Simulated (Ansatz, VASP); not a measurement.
Two plane-wave programs on BI

```
B I
1.0
     5.17276    0.00000    0.00000
     0.00000    5.17276    0.00000
     0.00000    0.00000    4.59178
B I
2 2
Direct
  0.00000 0.50000 0.16022
  0.50000 0.00000 0.83978
  0.00000 0.00000 0.00000
  0.50000 0.50000 0.00000
```

Alike in both runs: task relaxation of cell and atoms; functional PBE; k mesh 6 × 6 × 6; occupations gaussian, width 0.02 eV; no spin polarisation.

|  | VASP | Ansatz |
| --- | --- | --- |
| version | VASP 6.6.1 | Ansatz 0.2.0 |
| potentials or method | VASP PAW PBE potentials, release 64 (B, I), cutoff 600 eV | scalar-relativistic, plane waves, PAW |
| valence electrons in the cell | 20 | 40 |

VASP gave:

| Quantity | Value |
| --- | --- |
| relaxed volume (Å³/atom) | 29.25 |
| relaxed cell length with the largest relative difference (Å) | 4.308 |

Q: Which values does Ansatz return?

A: Relaxed volume (Å³/atom): 31.33; relaxed cell length with the largest relative difference (Å): 4.584.

One of these differences is far larger than is usual between the two programs; its cause wasn't traced. VASP's potentials hold 20 valence electrons a cell and Ansatz's 40, so a difference there can come from the potentials and not from the codes.

Neither program's run includes spin-orbit coupling.
